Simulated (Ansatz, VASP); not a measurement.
# Ti in VASP and in Ansatz

Contents of INCAR:

```
ALGO = Normal
EDIFF = 1E-7
ENCUT = 520
GGA = PE
ISIF = 2
ISMEAR = -1
LASPH = T
LCHARG = T
LELF = T
LREAL = F
LVHAR = T
LWAVE = F
NBANDS = 25
NELM = 80
PREC = Accurate
SIGMA = 0.05
```

KPOINTS

```
k-points
0
Gamma
  7 7 9
```

POSCAR

```
Ti
1.0
    4.6569539421      0.0000000000      0.0000000000
   -2.3284769710      4.0330404181      0.0000000000
    0.0000000000      0.0000000000      2.8816748970
Ti
3
Direct
    0.6666666667      0.3333333333      0.5000000000
    0.3333333333      0.6666666667      0.5000000000
    0.0000000000      0.0000000000      0.0000000000
```

Contents of input.yaml:

```yaml
crystal:
  lattice:
    - [4.6569539421, 0.0, 0.0]
    - [-2.328476971, 4.0330404181, 0.0]
    - [0.0, 0.0, 2.881674897]
  atoms:
    - { symbol: Ti, position: [0.6666666667, 0.3333333333, 0.5] }
    - { symbol: Ti, position: [0.3333333333, 0.6666666667, 0.5] }
    - { symbol: Ti, position: [0.0, 0.0, 0.0] }
kpoints:
  mp_grid: { grid: [7, 7, 9] }
scf:
  occupations: { method: fermi_dirac, width: 0.05 }
hamiltonian:
  xc: pbe
  pseudopotentials: { kind: all_electron, lapw: { basis_error: 0.001 } }
output:
  forces: true
  stress: true
  eigenvalues: true
```

Change from the starting cell: volume scaled by 1.06.

Alike in both runs: task single point; functional PBE; k mesh 7 × 7 × 9; occupations fermi-dirac, width 0.05 eV; no spin polarisation.

|  | VASP | Ansatz |
| --- | --- | --- |
| version | VASP 6.6.1 | Ansatz 0.2.0 |
| potentials or method | VASP PAW PBE potentials, release 64 (Ti_sv), cutoff 520 eV | all-electron LAPW, scalar-relativistic |

```csv
,VASP,Ansatz,Ansatz less VASP
gap on the k mesh at the Fermi level (eV),none,none,-
pressure (GPa),-5.4,-5.3,+0.15
"traceless stress, the component that is largest in VASP (GPa)",-0.28,-0.28,+0.001
```

A gap of «none» marks a metal or a gap that the smearing closes. Ansatz ran all-electron here, and VASP with PAW potentials.
